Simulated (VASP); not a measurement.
# HgTe (F-43m) in VASP: a series of runs, part 2 of 2

VASP 6.6.1.

### Step 6. Single point, LDA (volume scaled by 1.01)

INCAR reads:

```
SYSTEM = HgTe
PREC     = Accurate       ! precision mode
ENCUT    = 520            ! plane-wave cutoff, eV
EDIFF    = 1E-6           ! SCF threshold, eV
ISMEAR   = -1             ! smearing method
SIGMA    = 0.03           ! smearing width, eV
LREAL    = .FALSE.        ! projectors in reciprocal space
LASPH    = .TRUE.         ! aspherical terms in the spheres
NELM     = 60             ! most SCF steps
ALGO     = Normal         ! electronic algorithm
ISIF     = 2              ! what is computed and relaxed
LWAVE    = .FALSE.        ! write WAVECAR
LCHARG   = .FALSE.        ! write CHGCAR
NBANDS   = 16             ! bands
```

KPOINTS reads:

```
Automatic mesh
0
G
  11 11 11
  0 0 0
```

POSCAR reads:

```
HgTe
1.0
    0.0000000000      3.2342093810      3.2342093810
    3.2342093810      0.0000000000      3.2342093810
    3.2342093810      3.2342093810      0.0000000000
Hg Te
1 1
Direct
    0.0000000000      0.0000000000      0.0000000000
    0.7500000000      0.7500000000      0.7500000000
```

Potentials or basis: VASP PAW LDA potentials, release 64 (Hg, Te).

Started as:

```sh
$ cat potpaw_LDA.64/Hg/POTCAR potpaw_LDA.64/Te/POTCAR > POTCAR
$ mpirun -np 1 vasp_std > vasp.out
```

OUTCAR:

```text
SYSTEM = HgTe
   PREC = Accurate
   ENCUT = 520
   EDIFF = 1E-6
   ISMEAR = -1
   LREAL = .FALSE.
   LASPH = .TRUE.
   NELM = 60
   ISIF = 2

 ion  position               nearest neighbor table
   1  0.000  0.000  0.000-   2 2.80   2 2.80   2 2.80   2 2.80
   2  0.750  0.750  0.750-   1 2.80   1 2.80   1 2.80   1 2.80

  LATTYP: Found a face centered cubic cell.
 ALAT       =     6.4684187620

  Lattice vectors:

 A1 = (   0.0000000000,   3.2342093810,   3.2342093810)
 A2 = (   3.2342093810,   0.0000000000,   3.2342093810)
 A3 = (   3.2342093810,   3.2342093810,   0.0000000000)

Analysis of symmetry for initial positions (statically):
=====================================================================
 Subroutine PRICEL returns:
 Original cell was already a primitive cell.

 Routine SETGRP: Setting up the symmetry group for a
 face centered cubic supercell.

 Subroutine GETGRP returns: Found 24 space group operations
 (whereof 24 operations were pure point group operations)
 out of a pool of 48 trial point group operations.

The static configuration has the point symmetry T_d .

Analysis of symmetry for dynamics (positions and initial velocities):
=====================================================================
 Subroutine PRICEL returns:
 Original cell was already a primitive cell.

 Routine SETGRP: Setting up the symmetry group for a
 face centered cubic supercell.

 Subroutine GETGRP returns: Found 24 space group operations
 (whereof 24 operations were pure point group operations)
 out of a pool of 48 trial point group operations.

The dynamic configuration has the point symmetry T_d .

 Subroutine INISYM returns: Found 24 space group operations
 (whereof 24 operations are pure point group operations),
 and found     1 'primitive' translations

----------------------------------------------------------------------------------------

                                     Primitive cell

  volume of cell :      67.6604

  direct lattice vectors                    reciprocal lattice vectors
     0.000000000  3.234209381  3.234209381    -0.154597288  0.154597288  0.154597288
     3.234209381  0.000000000  3.234209381     0.154597288 -0.154597288  0.154597288
     3.234209381  3.234209381  0.000000000     0.154597288  0.154597288 -0.154597288

  length of vectors
     4.573862770  4.573862770  4.573862770     0.267770358  0.267770358  0.267770358

  position of ions in fractional coordinates (direct lattice)
     0.000000000  0.000000000  0.000000000
     0.750000000  0.750000000  0.750000000

  ion indices of the primitive-cell ions
   primitive index   ion index
                 1           1
                 2           2

----------------------------------------------------------------------------------------

 KPOINTS: Automatic mesh

Automatic generation of k-mesh.
 Grid dimensions read from file:
 generate k-points for:   11   11   11

 Generating k-lattice:

  Cartesian coordinates                     Fractional coordinates (reciprocal lattice)
    -0.014054299  0.014054299  0.014054299     0.090909091  0.000000000  0.000000000
     0.014054299 -0.014054299  0.014054299     0.000000000  0.090909091  0.000000000
     0.014054299  0.014054299 -0.014054299     0.000000000  0.000000000  0.090909091

  Length of vectors
     0.024342760  0.024342760  0.024342760

  Shift w.r.t. Gamma in fractional coordinates (k-lattice)
     0.000000000  0.000000000  0.000000000

 Subroutine IBZKPT returns following result:
 ===========================================

 Found     56 irreducible k-points:

 Following reciprocal coordinates:
            Coordinates               Weight
  0.000000  0.000000  0.000000      1.000000
  0.090909  0.000000  0.000000      8.000000
  0.181818  0.000000  0.000000      8.000000
  0.272727  0.000000  0.000000      8.000000
  0.363636  0.000000  0.000000      8.000000
  0.454545  0.000000  0.000000      8.000000
[... 16 lines left out ...]
 -0.272727  0.181818  0.000000     24.000000
 -0.181818  0.181818  0.000000     12.000000
 [... further k-points ...]
   k-points           NKPTS =     56   k-points in BZ     NKDIM =     56   number of bands    NBANDS=     16
   number of dos      NEDOS =    301   number of ions     NIONS =      2
   total plane-waves  NPLWV =  46656
   dimension x,y,z NGX =    36 NGY =   36 NGZ =   36
   dimension x,y,z NGXF=    72 NGYF=   72 NGZF=   72
   ions per type =               1   1
   NGX,Y,Z   is equivalent  to a cutoff of  13.08, 13.08, 13.08 a.u.
   NGXF,Y,Z  is equivalent  to a cutoff of  26.17, 26.17, 26.17 a.u.
 SYSTEM =  HgTe
   PREC   = accura    normal or accurate (medium, high low for compatibility)
   ISTART =      0    job   : 0-new  1-cont  2-samecut
   ICHARG =      2    charge: 1-file 2-atom 10-const
   ISPIN  =      1    spin polarized calculation?
   LNONCOLLINEAR =      F non collinear calculations
   LSORBIT =      F    spin-orbit coupling
   LASPH  =      T    aspherical Exc in radial PAW
   ENCUT  =  520.0 eV  38.22 Ry    6.18 a.u.   8.50  8.50  8.50*2*pi/ulx,y,z
   NELM   =     60;   NELMIN=  2; NELMDL= -5     # of ELM steps
   EDIFF  = 0.1E-05   stopping-criterion for ELM
   LREAL  =      F    real-space projection
   EDIFFG = 0.1E-04   stopping-criterion for IOM
   NSW    =      0    number of steps for IOM
   IBRION =     -1    ionic relax: 0-MD 1-quasi-New 2-CG
   NFREE  =      0    steps in history (QN), initial steepest desc. (CG)
   ISIF   =      2    stress and relaxation
   ISYM   =      2    0-nonsym 1-usesym 2-fastsym
   POTIM  = 0.5000    time-step for ionic-motion
   TEBEG  =    0.0;   TEEND  =   0.0 temperature during run
   PSTRESS=    0.0 pullay stress
   NELECT =      18.0000    total number of electrons
   NUPDOWN=      -1.0000    fix difference up-down
   EMIN   =  10.00;   EMAX   =-10.00  energy-range for DOS
   EFERMI =   0.00;   METHOD = LEGACY
   ISMEAR =    -1;   SIGMA  =   0.03  broadening in eV -4-tet -1-fermi 0-gaus
   EFERMI_NEDOS =   21; number of points for ismear=-14 and -15
   IALGO  =     38    algorithm
   IMIX   =      4    mixing-type and parameters
     AMIX     =   0.40;   BMIX     =  1.00
     AMIX_MAG =   1.60;   BMIX_MAG =  1.00
  volume/ion in A,a.u.               =      33.83       228.30
  Fermi-wavevector in a.u.,A,eV,Ry     =   1.052901  1.989694 15.083425  1.108600
  Thomas-Fermi vector in A             =   2.188002
   LORBIT       =      0    0 simple, 1 ext, 2 COOP (PROOUT), +10 PAW based schemes
   GGA     = CA    functional components
   LHFCALC =     F    Hartree Fock is set to
   AEXX    =    0.0000 exact exchange contribution
   IVDW    =     0    specifies the selected vdW correction
   LEPSILON=     F    determine dielectric tensor
   LRPA    =     F    only Hartree local field effects (RPA)
 non-spin polarized calculation
  energy-cutoff  :      520.00
  volume of cell :       67.66
 maximum number of plane-waves:      1840
 NGX is ok and might be reduce to    36
   NGX = 17   NGY = 17   NGZ = 17

 number of electron      18.0000002 magnetization

 Free energy of the ion-electron system (eV)
  ---------------------------------------------------
  ext. energy  EPLUGINS =         0.00000000
  ---------------------------------------------------
  free energy    TOTEN  =        -5.03786567 eV

  energy without entropy =       -5.03772533  energy(sigma->0) =       -5.03779550

 E-fermi :   2.9125     XC(G=0):  -9.0910

 val. band max:        2.8792580176   @ k =   0.0000   0.0000   0.0000
 cond. band min:       3.3080517097   @ k =   0.0909   0.0000   0.0000
 fundamental gap:      0.4287936920
 Fermi energy:         2.9124967692

 k-point     1 :       0.0000    0.0000    0.0000
  band No.  band energies     occupation
      1      -9.1467      2.00000
      2      -4.4823      2.00000
      3      -4.4823      2.00000
      4      -4.4823      2.00000
      5      -3.9517      2.00000
      6      -3.9517      2.00000
[... 8 lines left out ...]
     15      12.3890      0.00000
     16      12.3890      0.00000

 k-point     2 :       0.0909    0.0000    0.0000
  band No.  band energies     occupation
      1      -9.1052      2.00000
      2      -4.4706      2.00000
      3      -4.4706      2.00000
      4      -4.4689      2.00000
      5      -3.9531      2.00000
      6      -3.9531      2.00000
[... 8 lines left out ...]
     15      11.7306      0.00000
     16      11.7306      0.00000
[... 387 lines left out ...]
      5      -3.9708      2.00000
      6      -3.8968      2.00000
[... 8 lines left out ...]
     15      11.9501      0.00000
     16      13.0937      0.00000

 k-point    24 :      -0.1818    0.1818    0.0000
  band No.  band energies     occupation
      1      -8.7801      2.00000
      2      -4.3910      2.00000
      3      -4.3714      2.00000
      4      -4.2750      2.00000
      5      -3.9749      2.00000
      6      -3.9256      2.00000
[... 8 lines left out ...]
     15      11.8841      0.00000
     16      12.1340      0.00000

 [... further k-points ...]
[... 5 lines left out ...]
  --------------------------------------------------------------------------------------
  -------------------------------------------------------------------------------------
  Total       -0.1961461     -0.1961461     -0.1961461      0.0000000      0.0000000      0.0000000
  in kB       -4.6446808     -4.6446808     -4.6446808      0.0000000      0.0000000      0.0000000
  external PRESSURE =      -4.6446808 kB  Pullay stress =       0.0000000 kB

 VOLUME and BASIS-vectors are now :
 -----------------------------------------------------------------------------
  energy-cutoff  :      520.00
  volume of cell :       67.66
      direct lattice vectors                 reciprocal lattice vectors
     0.000000000  3.234209381  3.234209381    -0.154597288  0.154597288  0.154597288
     3.234209381  0.000000000  3.234209381     0.154597288 -0.154597288  0.154597288
     3.234209381  3.234209381  0.000000000     0.154597288  0.154597288 -0.154597288

 POSITION                                       TOTAL-FORCE (eV/Angst)
 -----------------------------------------------------------------------------------
      0.00000      0.00000      0.00000         0.000000      0.000000      0.000000
      4.85131      4.85131      4.85131        -0.000000     -0.000000     -0.000000
 -----------------------------------------------------------------------------------
    total drift:                                0.000000      0.000000      0.000000

  FREE ENERGIE OF THE ION-ELECTRON SYSTEM (eV)
  ---------------------------------------------------
  free  energy   TOTEN  =        -5.0378656739 eV

  energy  without entropy=       -5.0377253340  energy(sigma->0) =       -5.03779550
```

Run time: 74 s. Hardware: 1 thread of Intel Xeon Platinum 8375C at 2.90GHz (Ice Lake), shared host; peak memory 0.2 GiB.

What came out:

```yaml
Free_energy: -5.0379 eV
Pressure: -0.5 GPa
Band_gap_on_the_k_mesh: zero (filled and empty bands touch)
```

Caveat: spin-orbit coupling is left out, which moves the levels of the heavy elements.

### Step 7. The runs side by side

```csv
cell,gap on the mesh (eV),pressure (GPa)
"a = 4.466 Å, angles 60.0°, 2 atoms",none,3.4
"a = 4.497 Å, angles 60.0°, 2 atoms",none,2.1
"a = 4.528 Å, angles 60.0°, 2 atoms",none,1.0
"a = 4.543 Å, angles 60.0°, 2 atoms",none,0.5
"a = 4.574 Å, angles 60.0°, 2 atoms",none,-0.5
```

Alike in all rows: task single point; level LDA; potentials or basis VASP PAW LDA potentials, release 64 (Hg, Te); no spin polarisation; k mesh 11 × 11 × 11; cutoff (eV) 520; smearing fermi-dirac 0.03 eV.

Caveats: spin-orbit coupling is left out, which moves the levels of the heavy elements.

Absolute energies hang on the potentials; compare differences alone.
